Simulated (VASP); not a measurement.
# Be: single point with PBEsol

Be:

```xyz
1
Lattice="-1.2782 1.2782 1.2531 1.2782 -1.2782 1.2531 1.2782 1.2782 -1.2531" Properties=species:S:1:pos:R:3 pbc="T T T"
Be    0.0000    0.0000    0.0000
```

This cell differs from its parent crystal: equal xx and yy strain of +2 %.

- Program: VASP 6.6.1
- Task: single point
- Functional: PBEsol
- Potentials or basis: VASP PAW PBE potentials, release 64 (Be)
- Cutoff: 520 eV
- k mesh: 23 × 23 × 23
- Occupations: fermi-dirac, width 0.03 eV
- Spin: no spin polarisation

- Pressure: -6.0 GPa
- Band gap on the k mesh: zero (bands 1 and 2 overlap by 4.83 eV)

Levels at points of the mesh, in eV from the Fermi level:
```csv
k point,band 1,band 2,band 3,band 4
"(0.00, 0.00, 0.00)",-11.98,18.68,18.68,18.86
```

Run time: 14 s on 1 thread of Intel(R) Xeon(R) Platinum 8488C (Sapphire Rapids), with other jobs on the host, peak memory 0.15 GiB.

Caveat: the cell differs from its parent crystal (equal xx and yy strain of +2 %); the cell stands under tension; the PAW data sets were made with another functional, which shifts forces and pressure a little.
